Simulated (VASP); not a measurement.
# CdI2 (P-3m1) in VASP: relaxation of the atoms with PBE

Aim: the relaxation of the atoms of CdI2 with PBE.

Everything below comes from runs of VASP 6.6.1. Logs are shortened: lines on timing, memory, paths and dates and some standing lists are left out, and cuts for length are marked.

## (1) The cell of the first run

The structure is trigonal, space group P-3m1 (No. 164). The conventional cell has a = 4.244 Å, b = 4.244 Å, c = 6.859 Å, α = 90.00°, β = 90.00°, γ = 120.00°. Cd (site symmetry -3m) has 6 I at 2.99 Å within 3.9 Å. Within 3.9 Å of I (site symmetry 3m) lie 3 Cd at 2.99 Å.

## (2) Relaxation of the atoms, PBE

File INCAR:

```
ALGO = Normal ; EDIFF = 1E-7
EDIFFG = -0.02 ; ENCUT = 450
GGA = PE ; GGA_COMPAT = False
IBRION = 2 ; ISIF = 2
ISMEAR = -1 ; LASPH = True
LCHARG = False ; LREAL = False
LWAVE = False ; NELM = 120
NELMIN = 4 ; NSW = 80
PREC = Accurate ; SIGMA = 0.02
```

File KPOINTS:

```
k-points
0
Gamma
  8 8 4
```

File POSCAR:

```
CdI2
1.0
    4.2440000000      0.0000000000      0.0000000000
   -2.1220000000      3.6754118137      0.0000000000
    0.0000000000      0.0000000000      6.8590000000
Cd I
1 2
Direct
    0.0000000000      0.0000000000      0.0000000000
    0.3333333333      0.6666666667      0.2492000000
    0.6666666667      0.3333333333      0.7508000000
```

Potentials or basis: VASP PAW PBE potentials, release 64 (Cd, I).

Launch:

```
$ cat potpaw_PBE.64/Cd/POTCAR potpaw_PBE.64/I/POTCAR > POTCAR
$ mpirun -np 1 vasp_std > vasp.out
```

OUTCAR:

```text
EDIFF = 1E-7
   EDIFFG = -0.02
   ENCUT = 450
   GGA = PE
   IBRION = 2
   ISIF = 2
   ISMEAR = -1
   LASPH = True
   LREAL = False
   NELM = 120
   NELMIN = 4
   NSW = 80
   PREC = Accurate

 ion  position               nearest neighbor table
   1  0.000  0.000  0.000-   2 2.99   3 2.99   3 2.99   2 2.99   3 2.99   2 2.99
   2  0.333  0.667  0.249-   1 2.99   1 2.99   1 2.99
   3  0.667  0.333  0.751-   1 2.99   1 2.99   1 2.99

  LATTYP: Found a hexagonal cell.
 ALAT       =     4.2440000000
 C/A-ratio  =     1.6161639962

  Lattice vectors:

 A1 = (   4.2440000000,   0.0000000000,   0.0000000000)
 A2 = (  -2.1220000000,   3.6754118137,   0.0000000000)
 A3 = (   0.0000000000,   0.0000000000,   6.8590000000)

Analysis of symmetry for initial positions (statically):
=====================================================================
 Subroutine PRICEL returns:
 Original cell was already a primitive cell.

 Routine SETGRP: Setting up the symmetry group for a
 hexagonal supercell.

 Subroutine GETGRP returns: Found 12 space group operations
 (whereof 12 operations were pure point group operations)
 out of a pool of 24 trial point group operations.

The static configuration has the point symmetry D_3d.

Analysis of symmetry for dynamics (positions and initial velocities):
=====================================================================
 Subroutine PRICEL returns:
 Original cell was already a primitive cell.

 Routine SETGRP: Setting up the symmetry group for a
 hexagonal supercell.

 Subroutine GETGRP returns: Found 12 space group operations
 (whereof 12 operations were pure point group operations)
 out of a pool of 24 trial point group operations.

The dynamic configuration has the point symmetry D_3d.

 Subroutine INISYM returns: Found 12 space group operations
 (whereof 12 operations are pure point group operations),
 and found     1 'primitive' translations

----------------------------------------------------------------------------------------

                                     Primitive cell

  volume of cell :     106.9898

  direct lattice vectors                    reciprocal lattice vectors
     4.244000000  0.000000000  0.000000000     0.235626767  0.136039177  0.000000000
    -2.122000000  3.675411814  0.000000000     0.000000000  0.272078355  0.000000000
     0.000000000  0.000000000  6.859000000     0.000000000  0.000000000  0.145793847

  length of vectors
     4.244000000  4.244000000  6.859000000     0.272078355  0.272078355  0.145793847

  position of ions in fractional coordinates (direct lattice)
     0.000000000  0.000000000  0.000000000
     0.333333333  0.666666667  0.249200000
     0.666666667  0.333333333  0.750800000

  ion indices of the primitive-cell ions
   primitive index   ion index
                 1           1
                 2           2
                 3           3

----------------------------------------------------------------------------------------

 KPOINTS: k-points

Automatic generation of k-mesh.
 Grid dimensions read from file:
 generate k-points for:    8    8    4

 Generating k-lattice:

  Cartesian coordinates                     Fractional coordinates (reciprocal lattice)
     0.029453346  0.017004897  0.000000000     0.125000000  0.000000000  0.000000000
     0.000000000  0.034009794  0.000000000     0.000000000  0.125000000  0.000000000
     0.000000000  0.000000000  0.036448462     0.000000000  0.000000000  0.250000000

  Length of vectors
     0.034009794  0.034009794  0.036448462

  Shift w.r.t. Gamma in fractional coordinates (k-lattice)
     0.000000000  0.000000000  0.000000000

 Subroutine IBZKPT returns following result:
 ===========================================

 Found     35 irreducible k-points:

 Following reciprocal coordinates:
            Coordinates               Weight
  0.000000  0.000000  0.000000      1.000000
  0.125000 -0.000000  0.000000      6.000000
  0.250000 -0.000000  0.000000      6.000000
  0.375000  0.000000  0.000000      6.000000
  0.500000 -0.000000  0.000000      3.000000
  0.125000  0.125000  0.000000      6.000000
[... 16 lines left out ...]
 -0.125000  0.500000  0.250000     12.000000
  0.250000  0.250000  0.250000     12.000000
 [... further k-points ...]
   k-points           NKPTS =     35   k-points in BZ     NKDIM =     35   number of bands    NBANDS=     17
   number of dos      NEDOS =    301   number of ions     NIONS =      3
   total plane-waves  NPLWV =  43200
   dimension x,y,z NGX =    30 NGY =   30 NGZ =   48
   dimension x,y,z NGXF=    60 NGYF=   60 NGZF=   96
   ions per type =               1   2
   NGX,Y,Z   is equivalent  to a cutoff of  11.75, 11.75, 11.63 a.u.
   NGXF,Y,Z  is equivalent  to a cutoff of  23.50, 23.50, 23.27 a.u.
 SYSTEM =  unknown system
   PREC   = accura    normal or accurate (medium, high low for compatibility)
   ISTART =      0    job   : 0-new  1-cont  2-samecut
   ICHARG =      2    charge: 1-file 2-atom 10-const
   ISPIN  =      1    spin polarized calculation?
   LNONCOLLINEAR =      F non collinear calculations
   LSORBIT =      F    spin-orbit coupling
   LASPH  =      T    aspherical Exc in radial PAW
   ENCUT  =  450.0 eV  33.07 Ry    5.75 a.u.   7.34  7.34 11.86*2*pi/ulx,y,z
   NELM   =    120;   NELMIN=  4; NELMDL= -5     # of ELM steps
   EDIFF  = 0.1E-06   stopping-criterion for ELM
   LREAL  =      F    real-space projection
   EDIFFG = -.2E-01   stopping-criterion for IOM
   NSW    =     80    number of steps for IOM
   IBRION =      2    ionic relax: 0-MD 1-quasi-New 2-CG
   NFREE  =      1    steps in history (QN), initial steepest desc. (CG)
   ISIF   =      2    stress and relaxation
   ISYM   =      2    0-nonsym 1-usesym 2-fastsym
   POTIM  = 0.5000    time-step for ionic-motion
   TEBEG  =    0.0;   TEEND  =   0.0 temperature during run
   PSTRESS=    0.0 pullay stress
   NELECT =      26.0000    total number of electrons
   NUPDOWN=      -1.0000    fix difference up-down
   EMIN   =  10.00;   EMAX   =-10.00  energy-range for DOS
   EFERMI =   0.00;   METHOD = LEGACY
   ISMEAR =    -1;   SIGMA  =   0.02  broadening in eV -4-tet -1-fermi 0-gaus
   EFERMI_NEDOS =   21; number of points for ismear=-14 and -15
   IALGO  =     38    algorithm
   IMIX   =      4    mixing-type and parameters
     AMIX     =   0.40;   BMIX     =  1.00
     AMIX_MAG =   1.60;   BMIX_MAG =  1.00
  volume/ion in A,a.u.               =      35.66       240.67
  Fermi-wavevector in a.u.,A,eV,Ry     =   1.021610  1.930563 14.200229  1.043687
  Thomas-Fermi vector in A             =   2.155244
   LORBIT       =      0    0 simple, 1 ext, 2 COOP (PROOUT), +10 PAW based schemes
   GGA     = PE    functional components
   LHFCALC =     F    Hartree Fock is set to
   AEXX    =    0.0000 exact exchange contribution
   IVDW    =     0    specifies the selected vdW correction
   LEPSILON=     F    determine dielectric tensor
   LRPA    =     F    only Hartree local field effects (RPA)
 conjugate gradient relaxation of ions
 non-spin polarized calculation
  energy-cutoff  :      450.00
  volume of cell :      106.99
 maximum number of plane-waves:      2340
 NGX is ok and might be reduce to    30
   NGX = 15   NGY = 15   NGZ = 23

--------------------------------------- Ionic step        1  -------------------------------------------

 number of electron      26.0000000 magnetization

 Free energy of the ion-electron system (eV)
  ---------------------------------------------------
  ext. energy  EPLUGINS =         0.00000000
  ---------------------------------------------------
  free energy    TOTEN  =        -5.48536921 eV

  energy without entropy =       -5.48536921  energy(sigma->0) =       -5.48536921

------------------------ aborting loop because EDIFF is reached ----------------------------------------

  FORCE on cell =-STRESS in cart. coord.  units (eV):
  Direction    XX          YY          ZZ          XY          YZ          ZX
  --------------------------------------------------------------------------------------
  -------------------------------------------------------------------------------------
  Total        1.2750727      1.2750727      1.2816051      0.0000000      0.0000000      0.0000000
  in kB       19.0942820     19.0942820     19.1921057      0.0000000      0.0000000      0.0000000
  external PRESSURE =      19.1268899 kB  Pullay stress =       0.0000000 kB
[... 59 lines left out ...]
  energy  without entropy=       -5.4870861073  energy(sigma->0) =       -5.48708611

--------------------------------------- Ionic step        3  -------------------------------------------

 number of electron      25.9999999 magnetization

 Free energy of the ion-electron system (eV)
  ---------------------------------------------------
  ext. energy  EPLUGINS =         0.00000000
  ---------------------------------------------------
  free energy    TOTEN  =        -5.48903271 eV

  energy without entropy =       -5.48903271  energy(sigma->0) =       -5.48903271

 E-fermi :   2.4896     XC(G=0):  -8.5853

 val. band max:        2.0439395256   @ k =   0.1250  -0.0000   0.2500
 cond. band min:       4.3547970643   @ k =   0.5000  -0.0000   0.5000
 fundamental gap:      2.3108575386
 Fermi energy:         2.4896084644

 k-point     1 :       0.0000    0.0000    0.0000
  band No.  band energies     occupation
      1     -10.0741      2.00000
      2      -9.3768      2.00000
      3      -5.5563      2.00000
      4      -5.5563      2.00000
      5      -5.4465      2.00000
      6      -5.3665      2.00000
[... 9 lines left out ...]
     16       8.3908      0.00000
     17       8.3908      0.00000
[... 443 lines left out ...]
      1      -9.4432      2.00000
      2      -9.3419      2.00000
      3      -5.4679      2.00000
      4      -5.4112      2.00000
      5      -5.3650      2.00000
      6      -5.3172      2.00000
[... 9 lines left out ...]
     16       8.5304      0.00000
     17       9.2439      0.00000

 [... further k-points ...]
[... 5 lines left out ...]
  --------------------------------------------------------------------------------------
  -------------------------------------------------------------------------------------
  Total        1.0422215      1.0422215      0.9070845      0.0000000      0.0000000      0.0000000
  in kB       15.6073233     15.6073233     13.5836396      0.0000000      0.0000000      0.0000000
  external PRESSURE =      14.9327621 kB  Pullay stress =       0.0000000 kB
[... 18 lines left out ...]
  FREE ENERGIE OF THE ION-ELECTRON SYSTEM (eV)
  ---------------------------------------------------
  free  energy   TOTEN  =        -5.4890327125 eV

  energy  without entropy=       -5.4890327125  energy(sigma->0) =       -5.48903271

 reached required accuracy - stopping structural energy minimisation
```

Run time: 87 s. Hardware: 1 thread of Intel Xeon Platinum 8488C (Sapphire Rapids), shared host; peak memory 0.23 GiB.

Results:

```
Free energy               : -5.4890 eV
Energy gained by relaxing : 1.2 meV/atom
Ionic steps               : 3
Pressure after relaxing   : 1.5 GPa
Band gap on the k mesh    : 2.31 eV (least direct gap 2.56 eV)
```

Stress tensor (GPa, compression positive):
```
1.56 0.00 0.00
0.00 1.56 0.00
0.00 0.00 1.36
```

Step by step:
```csv
step,energy change (eV),largest force (eV/Å),pressure (GPa)
1,0.0000,0.1439,1.91
2,-0.0017,0.1047,1.80
3,-0.0037,0.0019,1.49
```

Final structure:
```cif
data_structure
_symmetry_space_group_name_H-M 'P 1'
_symmetry_Int_Tables_number 1
_cell_length_a 4.2440
_cell_length_b 4.2440
_cell_length_c 6.8590
_cell_angle_alpha 90.000
_cell_angle_beta 90.000
_cell_angle_gamma 120.000
_cell_volume 106.99
loop_
_atom_site_label
_atom_site_type_symbol
_atom_site_fract_x
_atom_site_fract_y
_atom_site_fract_z
_atom_site_occupancy
Cd1 Cd 0.00000 0.00000 0.00000 1
I1 I 0.33333 0.66667 0.25292 1
I2 I 0.66667 0.33333 0.74708 1
```

Caveat: spin-orbit coupling is left out, which moves the levels of the heavy elements; this functional lacks dispersion, which binds the layers, so the pressure and a relaxed spacing across them are unreliable. Expect the measured gap to be larger: semilocal functionals such as PBE lack the derivative discontinuity.
